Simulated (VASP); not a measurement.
A run of VASP 6.6.1 is set up as follows.

Contents of INCAR:

```
SYSTEM = HfN
ALGO = Normal ; EDIFF = 1E-6
ENCUT = 520 ; ISIF = 2
ISMEAR = -1 ; LASPH = .True.
LCHARG = .True. ; LELF = .True.
LREAL = .False. ; LVHAR = .True.
LWAVE = .False. ; NBANDS = 14
NELM = 60 ; PREC = Accurate
SIGMA = 0.03
```

File KPOINTS:

```
k-points
0
Gamma
  10 10 10
  0 0 0
```

The input POSCAR:

```
HfN
1.0
   -0.0451800000      2.2364100000      2.2364100000
    2.2364100000     -0.0451800000      2.2364100000
    2.2364100000      2.2364100000     -0.0451800000
Hf N
1 1
Direct
    0.0000000000      0.0000000000      0.0000000000
    0.5000000000      0.5000000000      0.5000000000
```

Potentials or basis: VASP PAW LDA potentials, release 64 (Hf_pv, N).

Launch:

```sh
$ cat potpaw_LDA.64/Hf_pv/POTCAR potpaw_LDA.64/N/POTCAR > POTCAR
$ mpirun -np 1 vasp_std > vasp.out
```

Q: What does it give for the pressure?

A: -10.5 GPa.

Stress tensor (GPa, compression positive):
```
-10.52   2.35   2.35
  2.35 -10.52   2.35
  2.35   2.35 -10.52
```

Caveat: the cell differs from its parent crystal (equal xy, yz and zx shear strains of -2 %).
